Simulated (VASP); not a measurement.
# Sb in VASP: single point with PBEsol

Aim: the single point of Sb with PBEsol.

Program: VASP 6.6.1. These are calculated values, not measurements. Logs are shortened: lines on timing, memory, paths and dates and some standing lists are left out, and cuts for length are marked.

## 1. The cell of the first run

The cell holds a sublattice, 1 atom: a = 4.377 Å, b = 4.377 Å, c = 4.377 Å, α = 60.00°, β = 60.00°, γ = 60.00°.

## 2. Single point, PBEsol, collinear spin, ferromagnetic start

Contents of INCAR:

```
SYSTEM = Sb
PREC     = Accurate       ! precision mode
ENCUT    = 400            ! plane-wave cutoff, eV
EDIFF    = 1E-6           ! SCF threshold, eV
ISMEAR   = 0              ! smearing method
SIGMA    = 0.1            ! smearing width, eV
LREAL    = .False.        ! projectors in reciprocal space
LASPH    = .True.         ! aspherical terms in the spheres
NELM     = 200            ! most SCF steps
ALGO     = Normal         ! electronic algorithm
ISIF     = 2              ! what is computed and relaxed
LWAVE    = .False.        ! write WAVECAR
LCHARG   = .True.         ! write CHGCAR
ISPIN    = 2              ! spin polarisation
MAGMOM   = 1              ! initial moments
LORBIT   = 11             ! projections on sites
GGA      = PS             ! functional
LELF     = .True.         ! ELF
LVHAR    = .True.       
NBANDS   = 12             ! bands
GGA_COMPAT= .False.
```

Contents of KPOINTS:

```
Automatic mesh
0
Gamma
  10 10 10
  0 0 0
```

Contents of POSCAR:

```
Sb
1.0
    0.0000000000      3.0950000000      3.0950000000
    3.0950000000      0.0000000000      3.0950000000
    3.0950000000      3.0950000000      0.0000000000
Sb
1
Direct
    0.0000000000      0.0000000000      0.0000000000
```

Potentials or basis: VASP PAW PBE potentials, release 64 (Sb).

Command:

```bash
$ cat potpaw_PBE.64/Sb/POTCAR > POTCAR
$ mpirun -np 1 vasp_std > vasp.out
```

OUTCAR:

```text
SYSTEM = Sb
   PREC = Accurate
   ENCUT = 400
   EDIFF = 1E-6
   ISMEAR = 0
   LREAL = .False.
   LASPH = .True.
   NELM = 200
   ISIF = 2
   ISPIN = 2
   LORBIT = 11
   GGA = PS

 ion  position               nearest neighbor table
   1  0.000  0.000  0.000-

  LATTYP: Found a face centered cubic cell.
 ALAT       =     6.1900000000

  Lattice vectors:

 A1 = (   0.0000000000,   3.0950000000,   3.0950000000)
 A2 = (   3.0950000000,   0.0000000000,   3.0950000000)
 A3 = (   3.0950000000,   3.0950000000,   0.0000000000)

Analysis of symmetry for initial positions (statically):
=====================================================================
 Subroutine PRICEL returns:
 Original cell was already a primitive cell.

 Routine SETGRP: Setting up the symmetry group for a
 face centered cubic supercell.

 Subroutine GETGRP returns: Found 48 space group operations
[... 9 lines left out ...]

 Routine SETGRP: Setting up the symmetry group for a
 face centered cubic supercell.

 Subroutine GETGRP returns: Found 48 space group operations
 (whereof 48 operations were pure point group operations)
 out of a pool of 48 trial point group operations.

The dynamic configuration has the point symmetry O_h .

Analysis of structural, dynamic, and magnetic symmetry:
=====================================================================
 Subroutine PRICEL returns:
 Original cell was already a primitive cell.

 Routine SETGRP: Setting up the symmetry group for a
 face centered cubic supercell.

 Subroutine GETGRP returns: Found 48 space group operations
 (whereof 48 operations were pure point group operations)
 out of a pool of 48 trial point group operations.

The overall configuration has the point symmetry O_h .

 Subroutine INISYM returns: Found 48 space group operations
[... 5 lines left out ...]
                                     Primitive cell

  volume of cell :      59.2942

  direct lattice vectors                    reciprocal lattice vectors
     0.000000000  3.095000000  3.095000000    -0.161550889  0.161550889  0.161550889
     3.095000000  0.000000000  3.095000000     0.161550889 -0.161550889  0.161550889
     3.095000000  3.095000000  0.000000000     0.161550889  0.161550889 -0.161550889

  length of vectors
     4.376990976  4.376990976  4.376990976     0.279814347  0.279814347  0.279814347

  position of ions in fractional coordinates (direct lattice)
     0.000000000  0.000000000  0.000000000

  ion indices of the primitive-cell ions
   primitive index   ion index
                 1           1

----------------------------------------------------------------------------------------

 KPOINTS: Automatic mesh

Automatic generation of k-mesh.
 Grid dimensions read from file:
 generate k-points for:   10   10   10

 Generating k-lattice:

  Cartesian coordinates                     Fractional coordinates (reciprocal lattice)
    -0.016155089  0.016155089  0.016155089     0.100000000  0.000000000  0.000000000
     0.016155089 -0.016155089  0.016155089     0.000000000  0.100000000  0.000000000
     0.016155089  0.016155089 -0.016155089     0.000000000  0.000000000  0.100000000

  Length of vectors
     0.027981435  0.027981435  0.027981435

  Shift w.r.t. Gamma in fractional coordinates (k-lattice)
     0.000000000  0.000000000  0.000000000

 Subroutine IBZKPT returns following result:
 ===========================================

 Found     47 irreducible k-points:

 Following reciprocal coordinates:
            Coordinates               Weight
  0.000000  0.000000  0.000000      1.000000
  0.100000  0.000000  0.000000      8.000000
  0.200000  0.000000  0.000000      8.000000
  0.300000  0.000000  0.000000      8.000000
  0.400000  0.000000  0.000000      8.000000
  0.500000  0.000000  0.000000      4.000000
[... 16 lines left out ...]
  0.300000  0.300000  0.000000      6.000000
  0.400000  0.300000  0.000000     24.000000
 [... further k-points ...]
   k-points           NKPTS =     47   k-points in BZ     NKDIM =     47   number of bands    NBANDS=     12
   number of dos      NEDOS =    301   number of ions     NIONS =      1
   total plane-waves  NPLWV =  27000
   dimension x,y,z NGX =    30 NGY =   30 NGZ =   30
   dimension x,y,z NGXF=    60 NGYF=   60 NGZF=   60
   ions per type =               1
   NGX,Y,Z   is equivalent  to a cutoff of  11.39, 11.39, 11.39 a.u.
   NGXF,Y,Z  is equivalent  to a cutoff of  22.79, 22.79, 22.79 a.u.
 SYSTEM =  Sb
   PREC   = accura    normal or accurate (medium, high low for compatibility)
   ISTART =      0    job   : 0-new  1-cont  2-samecut
   ICHARG =      2    charge: 1-file 2-atom 10-const
   ISPIN  =      2    spin polarized calculation?
   LNONCOLLINEAR =      F non collinear calculations
   LSORBIT =      F    spin-orbit coupling
   LASPH  =      T    aspherical Exc in radial PAW
   ENCUT  =  400.0 eV  29.40 Ry    5.42 a.u.   7.14  7.14  7.14*2*pi/ulx,y,z
   NELM   =    200;   NELMIN=  2; NELMDL= -5     # of ELM steps
   EDIFF  = 0.1E-05   stopping-criterion for ELM
   LREAL  =      F    real-space projection
   EDIFFG = 0.1E-04   stopping-criterion for IOM
   NSW    =      0    number of steps for IOM
   IBRION =     -1    ionic relax: 0-MD 1-quasi-New 2-CG
   NFREE  =      0    steps in history (QN), initial steepest desc. (CG)
   ISIF   =      2    stress and relaxation
   ISYM   =      2    0-nonsym 1-usesym 2-fastsym
   POTIM  = 0.5000    time-step for ionic-motion
   TEBEG  =    0.0;   TEEND  =   0.0 temperature during run
   PSTRESS=    0.0 pullay stress
   NELECT =       5.0000    total number of electrons
   NUPDOWN=      -1.0000    fix difference up-down
   EMIN   =  10.00;   EMAX   =-10.00  energy-range for DOS
   EFERMI =   0.00;   METHOD = LEGACY
   ISMEAR =     0;   SIGMA  =   0.10  broadening in eV -4-tet -1-fermi 0-gaus
   EFERMI_NEDOS =   21; number of points for ismear=-14 and -15
   IALGO  =     38    algorithm
   IMIX   =      4    mixing-type and parameters
     AMIX     =   0.40;   BMIX     =  1.00
     AMIX_MAG =   1.60;   BMIX_MAG =  1.00
  volume/ion in A,a.u.               =      59.29       400.14
  Fermi-wavevector in a.u.,A,eV,Ry     =   0.717895  1.356625  7.012076  0.515373
  Thomas-Fermi vector in A             =   1.806693
   LORBIT       =     11    0 simple, 1 ext, 2 COOP (PROOUT), +10 PAW based schemes
   GGA     = PS    functional components
   LHFCALC =     F    Hartree Fock is set to
   AEXX    =    0.0000 exact exchange contribution
   IVDW    =     0    specifies the selected vdW correction
   LEPSILON=     F    determine dielectric tensor
   LRPA    =     F    only Hartree local field effects (RPA)
 spin polarized calculation
 Gauss-broadening in eV      SIGMA  =   0.10
  energy-cutoff  :      400.00
  volume of cell :       59.29
 maximum number of plane-waves:      1091
 NGX is ok and might be reduce to    30
   NGX = 15   NGY = 15   NGZ = 15

 number of electron       5.0000001 magnetization       0.0012364

 number of electron       5.0000001 magnetization      -0.0003249

 Free energy of the ion-electron system (eV)
  ---------------------------------------------------
  ext. energy  EPLUGINS =         0.00000000
  ---------------------------------------------------
  free energy    TOTEN  =        -2.42535978 eV

  energy without entropy =       -2.41672600  energy(sigma->0) =       -2.42104289

 E-fermi :   1.0773     XC(G=0):  -7.2570

 val. band max:        1.0516439892   @ k =   0.5000   0.2000   0.0000
 cond. band min:       1.1487413308   @ k =  -0.4000   0.2000   0.1000
 fundamental gap:      0.0970973416
 Fermi energy:         1.0773268376

 spin component 1

 k-point     1 :       0.0000    0.0000    0.0000
  band No.  band energies     occupation
      1      -8.1147      1.00000
      2       2.5402      0.00000
      3       2.5402      0.00000
      4       2.5402      0.00000
      5       5.8273      0.00000
      6       9.0343      0.00000
      7       9.0343      0.00000
      8       9.0343      0.00000
      9      10.5389      0.00000
     10      11.6913      0.00000
     11      11.6913      0.00000
     12      13.1418      0.00000

 k-point     2 :       0.1000    0.0000    0.0000
  band No.  band energies     occupation
      1      -8.0519      1.00000
      2       1.9722      0.00000
      3       2.4896      0.00000
      4       2.4896      0.00000
      5       6.2995      0.00000
      6       8.6311      0.00000
      7       9.1713      0.00000
      8       9.1713      0.00000
      9      11.1700      0.00000
     10      11.1700      0.00000
     11      11.3341      0.00000
     12      12.5833      0.00000

 k-point     3 :       0.2000    0.0000    0.0000
  band No.  band energies     occupation
      1      -7.8771      1.00000
      2       0.8896      0.99603
      3       2.3651      0.00000
      4       2.3651      0.00000
      5       6.7383      0.00000
      6       8.7473      0.00000
      7       9.3104      0.00000
      8       9.3104      0.00000
      9      10.8485      0.00000
     10      10.8485      0.00000
     11      11.3199      0.00000
     12      13.4324      0.00000
[... 286 lines left out ...]
 k-point    23 :       0.3000    0.3000    0.0000
  band No.  band energies     occupation
      1      -7.4736      1.00000
      2       0.0829      1.00000
      3       1.5550      0.00000
      4       1.5550      0.00000
      5       6.3828      0.00000
      6       6.6332      0.00000
      7      10.5545      0.00000
      8      11.3671      0.00000
      9      11.3671      0.00000
     10      12.7443      0.00000
     11      15.2278      0.00000
     12      15.4702      0.00000

 k-point    24 :       0.4000    0.3000    0.0000
  band No.  band energies     occupation
      1      -7.2960      1.00000
      2      -0.3211      1.00000
      3       1.2248      0.01849
      4       1.4288      0.00000
      5       6.0835      0.00000
      6       6.7065      0.00000
      7      10.6102      0.00000
      8      11.4241      0.00000
      9      12.6658      0.00000
     10      13.5499      0.00000
     11      14.9006      0.00000
     12      15.9391      0.00000

 [... further k-points ...]

 spin component 2

 k-point     1 :       0.0000    0.0000    0.0000
  band No.  band energies     occupation
      1      -8.1149      1.00000
      2       2.5399      0.00000
      3       2.5399      0.00000
      4       2.5399      0.00000
      5       5.8273      0.00000
      6       9.0342      0.00000
      7       9.0342      0.00000
      8       9.0342      0.00000
      9      10.5391      0.00000
     10      11.6911      0.00000
     11      11.6911      0.00000
     12      13.1418      0.00000

 k-point     2 :       0.1000    0.0000    0.0000
  band No.  band energies     occupation
      1      -8.0522      1.00000
      2       1.9719      0.00000
      3       2.4893      0.00000
      4       2.4893      0.00000
      5       6.2995      0.00000
      6       8.6311      0.00000
      7       9.1713      0.00000
      8       9.1713      0.00000
      9      11.1699      0.00000
     10      11.1699      0.00000
     11      11.3342      0.00000
     12      12.5832      0.00000

 k-point     3 :       0.2000    0.0000    0.0000
  band No.  band energies     occupation
      1      -7.8774      1.00000
      2       0.8894      0.99607
      3       2.3648      0.00000
      4       2.3648      0.00000
      5       6.7383      0.00000
      6       8.7473      0.00000
      7       9.3104      0.00000
      8       9.3104      0.00000
      9      10.8485      0.00000
     10      10.8485      0.00000
     11      11.3198      0.00000
     12      13.4324      0.00000
[... 286 lines left out ...]
 k-point    23 :       0.3000    0.3000    0.0000
  band No.  band energies     occupation
      1      -7.4739      1.00000
      2       0.0827      1.00000
      3       1.5547      0.00000
      4       1.5547      0.00000
      5       6.3827      0.00000
      6       6.6332      0.00000
      7      10.5546      0.00000
      8      11.3671      0.00000
      9      11.3671      0.00000
     10      12.7442      0.00000
     11      15.2275      0.00000
     12      15.4607      0.00000

 k-point    24 :       0.4000    0.3000    0.0000
  band No.  band energies     occupation
      1      -7.2962      1.00000
      2      -0.3212      1.00000
      3       1.2246      0.01865
      4       1.4285      0.00000
      5       6.0834      0.00000
      6       6.7065      0.00000
      7      10.6102      0.00000
      8      11.4240      0.00000
      9      12.6658      0.00000
     10      13.5498      0.00000
     11      14.9004      0.00000
     12      15.9390      0.00000

 [... further k-points ...]
[... 5 lines left out ...]
  --------------------------------------------------------------------------------------
  -------------------------------------------------------------------------------------
  Total       -3.0108873     -3.0108873     -3.0108873      0.0000000     -0.0000000      0.0000000
  in kB      -81.3566620    -81.3566620    -81.3566620      0.0000000     -0.0000000      0.0000000
  external PRESSURE =     -81.3566620 kB  Pullay stress =       0.0000000 kB

 VOLUME and BASIS-vectors are now :
 -----------------------------------------------------------------------------
  energy-cutoff  :      400.00
  volume of cell :       59.29
      direct lattice vectors                 reciprocal lattice vectors
     0.000000000  3.095000000  3.095000000    -0.161550889  0.161550889  0.161550889
     3.095000000  0.000000000  3.095000000     0.161550889 -0.161550889  0.161550889
     3.095000000  3.095000000  0.000000000     0.161550889  0.161550889 -0.161550889

 POSITION                                       TOTAL-FORCE (eV/Angst)
 -----------------------------------------------------------------------------------
      0.00000      0.00000      0.00000         0.000000      0.000000      0.000000
 -----------------------------------------------------------------------------------
    total drift:                                0.000000     -0.000000     -0.000000

  FREE ENERGIE OF THE ION-ELECTRON SYSTEM (eV)
  ---------------------------------------------------
  free  energy   TOTEN  =        -2.4253597763 eV

  energy  without entropy=       -2.4167259995  energy(sigma->0) =       -2.42104289

 total charge

# of ion       s       p       d       tot
------------------------------------------
    1        1.266   0.927   0.004   2.196

 magnetization (x)

# of ion       s       p       d       tot
------------------------------------------
    1       -0.000  -0.000  -0.000  -0.000
```

It took 93 s on 1 thread of AMD EPYC 7R13, shared host; peak memory 0.17 GiB.

What came out:

| Property | Result |
| --- | --- |
| Free energy | -2.4254 eV |
| Pressure | -8.1 GPa |
| Net moment | 0.00 μB per cell |
| Valence electrons inside the program's atomic spheres | Sb 2.20 |

Levels at points of the mesh, in eV from the Fermi level:
Spin up:
```tsv
k point	band 1	band 2	band 3	band 4	band 5	band 6
(0.00, 0.00, 0.00)	-9.19	1.46	1.46	1.46	4.75	7.96
(0.50, 0.00, 0.00)	-8.39	-2.23	1.01	1.01	5.19	7.54
(0.50, 0.50, 0.00)	-8.12	-1.90	0.08	0.08	4.19	4.98
```
Spin down:
| k point | band 1 | band 2 | band 3 | band 4 | band 5 |
| --- | --- | --- | --- | --- | --- |
| (0.00, 0.00, 0.00) | -9.19 | 1.46 | 1.46 | 1.46 | 4.75 |
| (0.50, 0.00, 0.00) | -8.39 | -2.23 | 1.01 | 1.01 | 5.19 |
| (0.50, 0.50, 0.00) | -8.12 | -1.90 | 0.08 | 0.08 | 4.19 |

Caveat: the PAW data sets were made with another functional, which shifts forces and pressure a little; spin-orbit coupling is left out, which moves the levels of the heavy elements.
